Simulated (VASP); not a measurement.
# Si (P6_3/mmc) in VASP: a series of runs

The runs below take Si through single point, with LDA.

Everything below comes from runs of VASP 6.6.1. Logs are shortened: lines on timing, memory, paths and dates and some standing lists are left out, and cuts for length are marked.

## 1. The cell of the first run

It takes space group P6_3/mmc (No. 194, hexagonal). Conventional cell: a = 3.812 Å, b = 3.812 Å, c = 6.195 Å, α = 90.00°, β = 90.00°, γ = 120.00°. Within 3.1 Å of Si (site symmetry 3m) lie 4 Si at 2.33 Å.

This isn't the form of Si at room conditions, which is diamond.

## 2. Single point, LDA

Contents of INCAR:

```
  ALGO = Normal
  EDIFF = 1E-7
  ENCUT = 520
  GGA = CA
  ISIF = 2
  ISMEAR = 0
  LASPH = True
  LCHARG = False
  LREAL = False
  LWAVE = False
  NBANDS = 16
  NELM = 60
  PREC = Accurate
  SIGMA = 0.02
```

Contents of KPOINTS:

```
k-points
0
Gamma
  12 12 6
```

Contents of POSCAR:

```
Si
1.0
    3.8116124409      0.0000000000      0.0000000000
   -1.9058062205      3.3009532032      0.0000000000
    0.0000000000      0.0000000000      6.1947834467
Si
4
Direct
    0.3333333314      0.6666666686      0.0618302612
    0.6666666686      0.3333333314      0.5618302612
    0.3333333314      0.6666666686      0.4381697388
    0.6666666686      0.3333333314      0.9381697388
```

Potentials or basis: VASP PAW LDA potentials, release 64 (Si).

The run is started by

```bash
$ cat potpaw_LDA.64/Si/POTCAR > POTCAR
$ mpirun -np 1 vasp_std > vasp.out
```

OUTCAR:

```text
EDIFF = 1E-7
   ENCUT = 520
   GGA = CA
   ISIF = 2
   ISMEAR = 0
   LASPH = True
   LREAL = False
   NELM = 60
   PREC = Accurate

 ion  position               nearest neighbor table
   1  0.333  0.667  0.062-   4 2.33   4 2.33   4 2.33   3 2.33
   2  0.667  0.333  0.562-   3 2.33   3 2.33   3 2.33   4 2.33
   3  0.333  0.667  0.438-   2 2.33   2 2.33   2 2.33   1 2.33
   4  0.667  0.333  0.938-   1 2.33   1 2.33   1 2.33   2 2.33

  LATTYP: Found a hexagonal cell.
 ALAT       =     3.8116124409
 C/A-ratio  =     1.6252395916

  Lattice vectors:

 A1 = (   3.8116124409,   0.0000000000,   0.0000000000)
 A2 = (  -1.9058062205,   3.3009532032,   0.0000000000)
 A3 = (   0.0000000000,   0.0000000000,   6.1947834467)

Analysis of symmetry for initial positions (statically):
=====================================================================
 Subroutine PRICEL returns:
 Original cell was already a primitive cell.

 Routine SETGRP: Setting up the symmetry group for a
 hexagonal supercell.

 Subroutine GETGRP returns: Found 24 space group operations
 (whereof 12 operations were pure point group operations)
 out of a pool of 24 trial point group operations.

The static configuration has the point symmetry D_3d.
 The point group associated with its full space group is D_6h.

Analysis of symmetry for dynamics (positions and initial velocities):
=====================================================================
 Subroutine PRICEL returns:
 Original cell was already a primitive cell.

 Routine SETGRP: Setting up the symmetry group for a
 hexagonal supercell.

 Subroutine GETGRP returns: Found 24 space group operations
 (whereof 12 operations were pure point group operations)
 out of a pool of 24 trial point group operations.

The dynamic configuration has the point symmetry D_3d.
 The point group associated with its full space group is D_6h.

 Subroutine INISYM returns: Found 24 space group operations
 (whereof 12 operations are pure point group operations),
 and found     1 'primitive' translations

----------------------------------------------------------------------------------------

                                     Primitive cell

  volume of cell :      77.9425

  direct lattice vectors                    reciprocal lattice vectors
     3.811612441  0.000000000  0.000000000     0.262356159  0.151471399  0.000000000
    -1.905806220  3.300953203  0.000000000     0.000000000  0.302942798  0.000000000
     0.000000000  0.000000000  6.194783447     0.000000000  0.000000000  0.161426143

  length of vectors
     3.811612441  3.811612441  6.194783447     0.302942798  0.302942798  0.161426143

  position of ions in fractional coordinates (direct lattice)
     0.333333331  0.666666669  0.061830261
     0.666666669  0.333333331  0.561830261
     0.333333331  0.666666669  0.438169739
     0.666666669  0.333333331  0.938169739

  ion indices of the primitive-cell ions
   primitive index   ion index
                 1           1
                 2           2
                 3           3
                 4           4

----------------------------------------------------------------------------------------

 KPOINTS: k-points

Automatic generation of k-mesh.
 Grid dimensions read from file:
 generate k-points for:   12   12    6

 Generating k-lattice:

  Cartesian coordinates                     Fractional coordinates (reciprocal lattice)
     0.021863013  0.012622617  0.000000000     0.083333333 -0.000000000  0.000000000
     0.000000000  0.025245233  0.000000000     0.000000000  0.083333333  0.000000000
     0.000000000  0.000000000  0.026904357     0.000000000  0.000000000  0.166666667

  Length of vectors
     0.025245233  0.025245233  0.026904357

  Shift w.r.t. Gamma in fractional coordinates (k-lattice)
     0.000000000  0.000000000  0.000000000

 Subroutine IBZKPT returns following result:
 ===========================================

 Found     76 irreducible k-points:

 Following reciprocal coordinates:
            Coordinates               Weight
  0.000000  0.000000  0.000000      1.000000
  0.083333 -0.000000  0.000000      6.000000
  0.166667 -0.000000  0.000000      6.000000
  0.250000  0.000000  0.000000      6.000000
  0.333333 -0.000000  0.000000      6.000000
  0.416667 -0.000000  0.000000      6.000000
[... 16 lines left out ...]
  0.250000  0.000000  0.166667     12.000000
  0.333333 -0.000000  0.166667     12.000000
 [... further k-points ...]
   k-points           NKPTS =     76   k-points in BZ     NKDIM =     76   number of bands    NBANDS=     16
   number of dos      NEDOS =    301   number of ions     NIONS =      4
   total plane-waves  NPLWV =  37632
   dimension x,y,z NGX =    28 NGY =   28 NGZ =   48
   dimension x,y,z NGXF=    56 NGYF=   56 NGZF=   96
   ions per type =               4
   NGX,Y,Z   is equivalent  to a cutoff of  12.21, 12.21, 12.88 a.u.
   NGXF,Y,Z  is equivalent  to a cutoff of  24.42, 24.42, 25.76 a.u.
 SYSTEM =  unknown system
   PREC   = accura    normal or accurate (medium, high low for compatibility)
   ISTART =      0    job   : 0-new  1-cont  2-samecut
   ICHARG =      2    charge: 1-file 2-atom 10-const
   ISPIN  =      1    spin polarized calculation?
   LNONCOLLINEAR =      F non collinear calculations
   LSORBIT =      F    spin-orbit coupling
   LASPH  =      T    aspherical Exc in radial PAW
   ENCUT  =  520.0 eV  38.22 Ry    6.18 a.u.   7.09  7.09 11.52*2*pi/ulx,y,z
   NELM   =     60;   NELMIN=  2; NELMDL= -5     # of ELM steps
   EDIFF  = 0.1E-06   stopping-criterion for ELM
   LREAL  =      F    real-space projection
   EDIFFG = 0.1E-05   stopping-criterion for IOM
   NSW    =      0    number of steps for IOM
   IBRION =     -1    ionic relax: 0-MD 1-quasi-New 2-CG
   NFREE  =      0    steps in history (QN), initial steepest desc. (CG)
   ISIF   =      2    stress and relaxation
   ISYM   =      2    0-nonsym 1-usesym 2-fastsym
   POTIM  = 0.5000    time-step for ionic-motion
   TEBEG  =    0.0;   TEEND  =   0.0 temperature during run
   PSTRESS=    0.0 pullay stress
   NELECT =      16.0000    total number of electrons
   NUPDOWN=      -1.0000    fix difference up-down
   EMIN   =  10.00;   EMAX   =-10.00  energy-range for DOS
   EFERMI =   0.00;   METHOD = LEGACY
   ISMEAR =     0;   SIGMA  =   0.02  broadening in eV -4-tet -1-fermi 0-gaus
   EFERMI_NEDOS =   21; number of points for ismear=-14 and -15
   IALGO  =     38    algorithm
   IMIX   =      4    mixing-type and parameters
     AMIX     =   0.40;   BMIX     =  1.00
     AMIX_MAG =   1.60;   BMIX_MAG =  1.00
  volume/ion in A,a.u.               =      19.49       131.50
  Fermi-wavevector in a.u.,A,eV,Ry     =   0.965732  1.824969 12.689322  0.932639
  Thomas-Fermi vector in A             =   2.095474
   LORBIT       =      0    0 simple, 1 ext, 2 COOP (PROOUT), +10 PAW based schemes
   GGA     = CA    functional components
   LHFCALC =     F    Hartree Fock is set to
   AEXX    =    0.0000 exact exchange contribution
   IVDW    =     0    specifies the selected vdW correction
   LEPSILON=     F    determine dielectric tensor
   LRPA    =     F    only Hartree local field effects (RPA)
 non-spin polarized calculation
 Gauss-broadening in eV      SIGMA  =   0.02
  energy-cutoff  :      520.00
  volume of cell :       77.94
 maximum number of plane-waves:      2121
   NGX = 15   NGY = 15   NGZ = 23

 number of electron      15.9999998 magnetization

 Free energy of the ion-electron system (eV)
  ---------------------------------------------------
  ext. energy  EPLUGINS =         0.00000000
  ---------------------------------------------------
  free energy    TOTEN  =       -23.78838545 eV

  energy without entropy =      -23.78838545  energy(sigma->0) =      -23.78838545

 E-fermi :   6.3693     XC(G=0):  -9.7026

 val. band max:        6.2806149717   @ k =   0.0000   0.0000   0.0000
 cond. band min:       6.4710792345   @ k =   0.5000   0.0000   0.0000
 fundamental gap:      0.1904642629
 Fermi energy:         6.3693013128

 k-point     1 :       0.0000    0.0000    0.0000
  band No.  band energies     occupation
      1      -6.1117      2.00000
      2      -3.6503      2.00000
      3      -1.0540      2.00000
      4       4.6475      2.00000
      5       4.6475      2.00000
      6       6.0538      2.00000
[... 8 lines left out ...]
     15      10.4638      0.00000
     16      12.1254      0.00000

 k-point     2 :       0.0833   -0.0000    0.0000
  band No.  band energies     occupation
      1      -6.0297      2.00000
      2      -3.5669      2.00000
      3      -1.0079      2.00000
      4       3.9382      2.00000
      5       4.4742      2.00000
      6       5.6682      2.00000
[... 8 lines left out ...]
     15      10.7775      0.00000
     16      11.6071      0.00000

 k-point     3 :       0.1667   -0.0000    0.0000
  band No.  band energies     occupation
      1      -5.7857      2.00000
      2      -3.3185      2.00000
      3      -0.8968      2.00000
      4       2.7293      2.00000
      5       4.0910      2.00000
      6       4.4473      2.00000
[... 8 lines left out ...]
     15      11.6046      0.00000
     16      11.8275      0.00000

 k-point     4 :       0.2500    0.0000    0.0000
  band No.  band energies     occupation
      1      -5.3873      2.00000
      2      -2.9114      2.00000
      3      -0.8499      2.00000
      4       1.6789      2.00000
      5       3.1344      2.00000
      6       3.6885      2.00000
[... 8 lines left out ...]
     15      12.1958      0.00000
     16      12.7667      0.00000
[... 324 lines left out ...]
 k-point    22 :       0.1667   -0.0000    0.1667
  band No.  band energies     occupation
      1      -5.6913      2.00000
      2      -3.6882      2.00000
      3      -0.3728      2.00000
      4       2.8332      2.00000
      5       4.0206      2.00000
      6       4.1677      2.00000
[... 8 lines left out ...]
     15      11.4217      0.00000
     16      12.0522      0.00000

 k-point    23 :       0.2500    0.0000    0.1667
  band No.  band energies     occupation
      1      -5.2936      2.00000
      2      -3.2938      2.00000
      3      -0.3795      2.00000
      4       1.8472      2.00000
      5       2.7740      2.00000
      6       3.7664      2.00000
[... 8 lines left out ...]
     15      12.2975      0.00000
     16      12.5869      0.00000

 k-point    24 :       0.3333   -0.0000    0.1667
  band No.  band energies     occupation
      1      -4.7618      2.00000
      2      -2.7792      2.00000
      3      -0.8251      2.00000
      4       1.4859      2.00000
      5       1.5961      2.00000
      6       3.4429      2.00000
[... 8 lines left out ...]
     15      13.3222      0.00000
     16      13.4119      0.00000

 [... further k-points ...]

------------------------ aborting loop because EDIFF is reached ----------------------------------------

  FORCE on cell =-STRESS in cart. coord.  units (eV):
  Direction    XX          YY          ZZ          XY          YZ          ZX
  --------------------------------------------------------------------------------------
  -------------------------------------------------------------------------------------
  Total        0.0202716      0.0202716      1.5606533     -0.0000000      0.0000000      0.0000000
  in kB        0.4167013      0.4167013     32.0806226     -0.0000000      0.0000000      0.0000000
  external PRESSURE =      10.9713417 kB  Pullay stress =       0.0000000 kB

 VOLUME and BASIS-vectors are now :
 -----------------------------------------------------------------------------
  energy-cutoff  :      520.00
  volume of cell :       77.94
      direct lattice vectors                 reciprocal lattice vectors
     3.811612441  0.000000000  0.000000000     0.262356159  0.151471399  0.000000000
    -1.905806220  3.300953203  0.000000000     0.000000000  0.302942798  0.000000000
     0.000000000  0.000000000  6.194783447     0.000000000  0.000000000  0.161426143

 POSITION                                       TOTAL-FORCE (eV/Angst)
 -----------------------------------------------------------------------------------
     -0.00000      2.20064      0.38303         0.000000      0.000000      0.000169
      1.90581      1.10032      3.48042        -0.000000     -0.000000      0.000169
     -0.00000      2.20064      2.71437         0.000000      0.000000     -0.000169
      1.90581      1.10032      5.81176        -0.000000     -0.000000     -0.000169
 -----------------------------------------------------------------------------------
    total drift:                               -0.000001      0.000000     -0.000000

  FREE ENERGIE OF THE ION-ELECTRON SYSTEM (eV)
  ---------------------------------------------------
  free  energy   TOTEN  =       -23.7883854502 eV

  energy  without entropy=      -23.7883854502  energy(sigma->0) =      -23.78838545
```

Run time: 1.9 min. Hardware: 1 thread of Intel Xeon 8259CL, shared host; peak memory 0.19 GiB.

Results:

```
Free energy            : -23.7884 eV
Pressure               : 1.1 GPa
Band gap on the k mesh : 0.19 eV (least direct gap 0.84 eV)
```

Caveat: semilocal functionals underestimate gaps, and a narrow one can read as zero. A k mesh can miss the band edges.

## 3. Single point, LDA (uniaxial strain along c: -3.0 %)

Contents of INCAR:

```
SYSTEM = Si
PREC = Accurate
ENCUT = 520
EDIFF = 1E-7
ISMEAR = 0
SIGMA = 0.02
LREAL = .False.
LASPH = .True.
NELM = 60
ALGO = Normal
ISIF = 2
LWAVE = .False.
LCHARG = .False.
NBANDS = 16
```

Contents of KPOINTS:

```
regular mesh
0
Gamma
  12 12 6
  0 0 0
```

Contents of POSCAR:

```
Si
1.0
    3.8304902820      0.0000000000      0.0000000000
   -1.9152451410      3.3173018931      0.0000000000
    0.0000000000      0.0000000000      6.1004466429
Si
4
Direct
    0.3333333314      0.6666666686      0.0618302612
    0.6666666686      0.3333333314      0.5618302612
    0.3333333314      0.6666666686      0.4381697388
    0.6666666686      0.3333333314      0.9381697388
```

Potentials or basis: VASP PAW LDA potentials, release 64 (Si).

The run is started by

```bash
$ cat potpaw_LDA.64/Si/POTCAR > POTCAR
$ mpirun -np 1 vasp_std > vasp.out
```

Run time: 1.8 min. Hardware: 1 thread of Intel Xeon 8259CL, shared host; peak memory 0.19 GiB.

It converged, with:

- Free energy: -23.7469 eV
- Pressure: 1.8 GPa
- Largest force: 0.270 eV/Å
- Band gap on the k mesh: 0.08 eV (least direct gap 0.62 eV)

Forces on the atoms (eV/Å):
```
Si   0.000  0.000 -0.270
Si   0.000  0.000 -0.270
Si   0.000  0.000  0.270
Si   0.000  0.000  0.270
```

Stress tensor (GPa, compression positive):
```
-1.01  0.00  0.00
 0.00 -1.01  0.00
 0.00  0.00  7.38
```

Levels at points of the mesh, in eV from the valence-band top:
```
           k point  band 6  band 7  band 8  band 9  band 10  band 11
(0.00, 0.00, 0.00)   -0.22    0.00    0.00    0.62     1.76     1.76
(0.50, 0.00, 0.00)   -3.30   -3.15   -1.42    0.08     2.37     2.94
(0.00, 0.00, 0.50)   -1.09   -1.09   -1.09    1.52     1.52     2.83
(0.50, 0.00, 0.50)   -2.58   -2.36   -2.36    0.83     0.83     1.70
```

Caveat: the cell differs from its parent crystal (uniaxial strain along c: -3.0 %); the stress differs along the axes, from -1 to 7 GPa; semilocal functionals underestimate gaps, and a narrow one can read as zero. A k mesh can miss the band edges.

## 4. Single point, LDA (uniaxial strain along c: -1.5 %)

Contents of INCAR:

```
SYSTEM = Si
PREC = Accurate ; ENCUT = 520
EDIFF = 1E-6 ; ISMEAR = 0
SIGMA = 0.02 ; LREAL = .FALSE.
LASPH = .TRUE. ; NELM = 80
ALGO = Normal ; ISIF = 2
LWAVE = .FALSE. ; LCHARG = .FALSE.
NBANDS = 16
```

Contents of KPOINTS:

```
Automatic mesh
0
G
  12 12 6
  0 0 0
```

Contents of POSCAR:

```
Si
1.0
    3.8162328740      0.0000000000      0.0000000000
   -1.9081164370      3.3049546156      0.0000000000
    0.0000000000      0.0000000000      6.1947834467
Si
4
Direct
    0.3333333333      0.6666666667      0.0630332931
    0.6666666667      0.3333333333      0.5630332931
    0.3333333333      0.6666666667      0.4369667069
    0.6666666667      0.3333333333      0.9369667069
```

Potentials or basis: VASP PAW LDA potentials, release 64 (Si).

The run is started by

```bash
$ cat potpaw_LDA.64/Si/POTCAR > POTCAR
$ mpirun -np 1 vasp_std > vasp.out
```

OUTCAR:

```text
SYSTEM = Si
   PREC = Accurate
   ENCUT = 520
   EDIFF = 1E-6
   ISMEAR = 0
   LREAL = .FALSE.
   LASPH = .TRUE.
   NELM = 80
   ISIF = 2

 ion  position               nearest neighbor table
   1  0.333  0.667  0.063-   3 2.32   4 2.34   4 2.34   4 2.34
   2  0.667  0.333  0.563-   4 2.32   3 2.34   3 2.34   3 2.34
   3  0.333  0.667  0.437-   1 2.32   2 2.34   2 2.34   2 2.34
   4  0.667  0.333  0.937-   2 2.32   1 2.34   1 2.34   1 2.34

  LATTYP: Found a hexagonal cell.
 ALAT       =     3.8162328740
 C/A-ratio  =     1.6232718629

  Lattice vectors:

 A1 = (   3.8162328740,   0.0000000000,   0.0000000000)
 A2 = (  -1.9081164370,   3.3049546156,   0.0000000000)
 A3 = (   0.0000000000,   0.0000000000,   6.1947834467)

Analysis of symmetry for initial positions (statically):
=====================================================================
 Subroutine PRICEL returns:
 Original cell was already a primitive cell.

 Routine SETGRP: Setting up the symmetry group for a
 hexagonal supercell.

 Subroutine GETGRP returns: Found 24 space group operations
 (whereof 12 operations were pure point group operations)
[... 174 lines left out ...]
 fundamental gap:      0.1665708260
 Fermi energy:         6.3822911086

 k-point     1 :       0.0000    0.0000    0.0000
  band No.  band energies     occupation
      1      -6.1200      2.00000
      2      -3.6275      2.00000
      3      -1.1303      2.00000
      4       4.6346      2.00000
      5       4.6346      2.00000
      6       5.9473      2.00000
[... 433 lines left out ...]
      3      -0.8693      2.00000
      4       1.4685      2.00000
      5       1.5930      2.00000
      6       3.4340      2.00000
[... 8 lines left out ...]
     15      13.3129      0.00000
     16      13.3741      0.00000

 [... further k-points ...]

------------------------ aborting loop because EDIFF is reached ----------------------------------------

  FORCE on cell =-STRESS in cart. coord.  units (eV):
  Direction    XX          YY          ZZ          XY          YZ          ZX
  --------------------------------------------------------------------------------------
  -------------------------------------------------------------------------------------
  Total       -0.3168672     -0.3168672      1.9182949      0.0000000      0.0000000      0.0000000
  in kB       -6.4977259     -6.4977259     39.3368386      0.0000000      0.0000000      0.0000000
  external PRESSURE =       8.7804622 kB  Pullay stress =       0.0000000 kB

 VOLUME and BASIS-vectors are now :
 -----------------------------------------------------------------------------
  energy-cutoff  :      520.00
  volume of cell :       78.13
      direct lattice vectors                 reciprocal lattice vectors
     3.816232874  0.000000000  0.000000000     0.262038516  0.151288008  0.000000000
    -1.908116437  3.304954616  0.000000000     0.000000000  0.302576016  0.000000000
     0.000000000  0.000000000  6.194783447     0.000000000  0.000000000  0.161426143

 POSITION                                       TOTAL-FORCE (eV/Angst)
 -----------------------------------------------------------------------------------
     -0.00000      2.20330      0.39048         0.000000     -0.000000     -0.223885
      1.90812      1.10165      3.48787        -0.000000      0.000000     -0.223885
     -0.00000      2.20330      2.70691        -0.000000     -0.000000      0.223885
      1.90812      1.10165      5.80431         0.000000      0.000000      0.223885
 -----------------------------------------------------------------------------------
    total drift:                               -0.000000      0.000000     -0.000000

  FREE ENERGIE OF THE ION-ELECTRON SYSTEM (eV)
  ---------------------------------------------------
  free  energy   TOTEN  =       -23.7847259263 eV

  energy  without entropy=      -23.7847259263  energy(sigma->0) =      -23.78472593
```

Wall time 1.7 min (1 thread of Intel Xeon 8259CL, shared host); peak memory 0.19 GiB.

What came out:

```yaml
Free_energy: -23.7847 eV
Pressure: 0.9 GPa
Largest_force: 0.224 eV/Å
Band_gap_on_the_k_mesh: 0.17 eV (least direct gap 0.80 eV)
```

Forces on the atoms (eV/Å):
```
Si   0.000  0.000 -0.224
Si   0.000  0.000 -0.224
Si   0.000  0.000  0.224
Si   0.000  0.000  0.224
```

Caveat: the cell differs from its parent crystal (uniaxial strain along c: -1.5 %); semilocal functionals underestimate gaps, and a narrow one can read as zero.

[end of part 1 of 2]
